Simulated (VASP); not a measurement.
Pr3Mo:

```xyz
4
Lattice="5.0772 0.0000 0.0000 0.0000 5.0772 0.0000 0.0000 0.0000 5.0772" Properties=species:S:1:pos:R:3 pbc="T T T"
Pr    0.0000    2.5386    2.5386
Pr    2.5386    0.0000    2.5386
Pr    2.5386    2.5386    0.0000
Mo    0.0000    0.0000    0.0000
```

The cell was generated, and may not be a known phase.

* Program: VASP 6.6.1
* Task: relaxation of cell and atoms
* Functional: PBE
* Potentials or basis: VASP PAW PBE potentials, release 64 (Pr_3, Mo_sv), 4f in core
* Cutoff: 500 eV
* k mesh: 4 × 4 × 4
* Occupations: gaussian, width 0.1 eV
* Spin: no spin polarisation

At the start: pressure -5.2 GPa; volume 32.72 Å³/atom.

How do energy, volume and symmetry change on relaxing?

Over 3 steps the energy falls by 68.4 meV/atom and the volume is 28.89 Å³/atom (-11.7 %); space group Pm-3m (No. 221, to 0.1 Å) before and after.

The path:
```csv
step,energy change (eV),largest force (eV/Å),pressure (GPa),volume (Å³)
1,0.0000,0.0000,-5.18,130.88
2,-0.2519,0.0000,1.89,111.85
3,-0.2735,0.0000,0.02,115.57
```

Final structure:
```yaml
crystal:
  lattice:
    - [4.87103, 0.00000, 0.00000]
    - [0.00000, 4.87103, 0.00000]
    - [0.00000, 0.00000, 4.87103]
  atoms:
    - { symbol: Pr, position: [0.00000, 0.50000, 0.50000] }
    - { symbol: Pr, position: [0.50000, 0.00000, 0.50000] }
    - { symbol: Pr, position: [0.50000, 0.50000, 0.00000] }
    - { symbol: Mo, position: [0.00000, 0.00000, 0.00000] }
```
